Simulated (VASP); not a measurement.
Write the native input for VASP 6.6.1 that does the following.

* Task: single point
* Functional: PBE
* Potentials or basis: VASP PAW PBE potentials, release 64 (Al, Ag)
* Cutoff: 520 eV
* k mesh: 12 × 12 × 6
* Occupations: gaussian, width 0.1 eV
* Spin: no spin polarisation
* Dipole correction: no
* Further INCAR settings: ALGO = Fast; EDIFF = 1e-06; NBANDS = 42

The structure of Al3Ag5 lies in POSCAR:

```
Al3Ag5
1.0
    5.3453557881      0.0000000000      0.0000000000
   -2.6726778940      4.6292139048      0.0000000000
    0.0000000000      0.0000000000      7.2437250068
Al Ag
3 5
Direct
    0.5000000000      0.0000000000      0.0000000000
    0.0000000000      0.5000000000      0.0000000000
    0.5000000000      0.5000000000      0.0000000000
    0.3333333333      0.6666666667      0.3123013471
    0.6666666667      0.3333333333      0.3123013471
    0.6666666667      0.3333333333      0.6876986529
    0.3333333333      0.6666666667      0.6876986529
    0.0000000000      0.0000000000      0.0000000000
```

The cell was generated, and may not be a known phase.

These files were run (other wordings do the same):

INCAR

```
SYSTEM = Al3Ag5
PREC = Accurate ; ENCUT = 520
EDIFF = 1E-6 ; ISMEAR = 0
SIGMA = 0.1 ; LREAL = .False.
LASPH = .True. ; NELM = 100
ALGO = Fast ; ISIF = 2
LWAVE = .False. ; LCHARG = .False.
GGA = PE ; NBANDS = 42
```

KPOINTS

```
regular mesh
0
Gamma
  12 12 6
  0 0 0
```

Potentials or basis: VASP PAW PBE potentials, release 64 (Al, Ag).

The run is started by

```sh
$ cat potpaw_PBE.64/Al/POTCAR potpaw_PBE.64/Ag/POTCAR > POTCAR
$ mpirun -np 1 vasp_std > vasp.out
```

Results of the run:

The pressure is 0.0 GPa. The largest force is 0.016 eV/Å and the band gap on the k mesh is zero (bands 32 and 33 overlap by 1.26 eV).

It took 6.2 min on 1 thread of Oxide Virtual Turin-like Processor, with other jobs on the host, peak memory 0.53 GiB.
